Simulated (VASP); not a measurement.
Here is a VASP 6.6.1 calculation.

INCAR

```
GGA = RE
ISMEAR = -1
SIGMA = 0.02
LWAVE = False
LCHARG = False
NBANDS = 36
PREC = Accurate
LASPH = True
LREAL = False
ALGO = Normal
EDIFF = 1E-6
NELM = 120
GGA_COMPAT = False
ENCUT = 500
LMAXMIX = 4
```

File KPOINTS:

```
Automatic mesh
0
Gamma
  19 19 11
  0 0 0
```

Contents of KPOINTS_OPT:

```
path GMKGALHA,LM,KH
12
line-mode
reciprocal
 0.0000000000  0.0000000000  0.0000000000  G
 0.5000000000  0.0000000000  0.0000000000  M

 0.5000000000  0.0000000000  0.0000000000  M
 0.3333333333  0.3333333333  0.0000000000  K

 0.3333333333  0.3333333333  0.0000000000  K
 0.0000000000  0.0000000000  0.0000000000  G

 0.0000000000  0.0000000000  0.0000000000  G
 0.0000000000  0.0000000000  0.5000000000  A

 0.0000000000  0.0000000000  0.5000000000  A
 0.5000000000  0.0000000000  0.5000000000  L

 0.5000000000  0.0000000000  0.5000000000  L
 0.3333333333  0.3333333333  0.5000000000  H

 0.3333333333  0.3333333333  0.5000000000  H
 0.0000000000  0.0000000000  0.5000000000  A

 0.5000000000  0.0000000000  0.5000000000  L
 0.5000000000  0.0000000000  0.0000000000  M

 0.3333333333  0.3333333333  0.0000000000  K
 0.3333333333  0.3333333333  0.5000000000  H
```

The input POSCAR:

```
Y
1.0
    3.6474000000      0.0000000000      0.0000000000
   -1.8237000000      3.1587410578      0.0000000000
    0.0000000000      0.0000000000      5.7306000000
Y
2
Direct
    0.6666666667      0.3333333333      0.7500000000
    0.3333333333      0.6666666667      0.2500000000
```

Potentials or basis: VASP PAW PBE potentials, release 64 (Y_sv).

Command:

```console
$ cat potpaw_PBE.64/Y_sv/POTCAR > POTCAR
$ mpirun -np 1 vasp_std > vasp.out
```

What does it give for the band gap along the path?

Zero within the smearing.

Estimate the pressure.

0.8 GPa.

Levels at the corners of the path, in eV from the Fermi level:
```tsv
point	band 8	band 9	band 10	band 11	band 12	band 13
Γ	-22.42	-4.68	-1.85	0.83	1.76	1.76
M	-22.51	-1.67	-1.17	-0.81	-0.13	1.38
M	-22.51	-1.67	-1.17	-0.81	-0.13	1.38
K	-22.65	-0.69	-0.67	-0.67	-0.46	1.07
K	-22.65	-0.69	-0.67	-0.67	-0.46	1.07
Γ	-22.42	-4.68	-1.85	0.83	1.76	1.76
Γ	-22.42	-4.68	-1.85	0.83	1.76	1.76
A	-22.50	-3.25	-3.25	0.94	0.94	1.68
A	-22.50	-3.25	-3.25	0.94	0.94	1.68
L	-22.57	-1.64	-1.64	0.06	0.06	1.36
L	-22.57	-1.64	-1.64	0.06	0.06	1.36
H	-22.52	-0.39	-0.39	-0.36	-0.36	0.39
H	-22.52	-0.39	-0.39	-0.36	-0.36	0.39
A	-22.50	-3.25	-3.25	0.94	0.94	1.68
L	-22.57	-1.64	-1.64	0.06	0.06	1.36
M	-22.51	-1.67	-1.17	-0.81	-0.13	1.38
K	-22.65	-0.69	-0.67	-0.67	-0.46	1.07
H	-22.52	-0.39	-0.39	-0.36	-0.36	0.39
```

Caveat: the PAW data sets were made with another functional, which shifts forces and pressure a little.
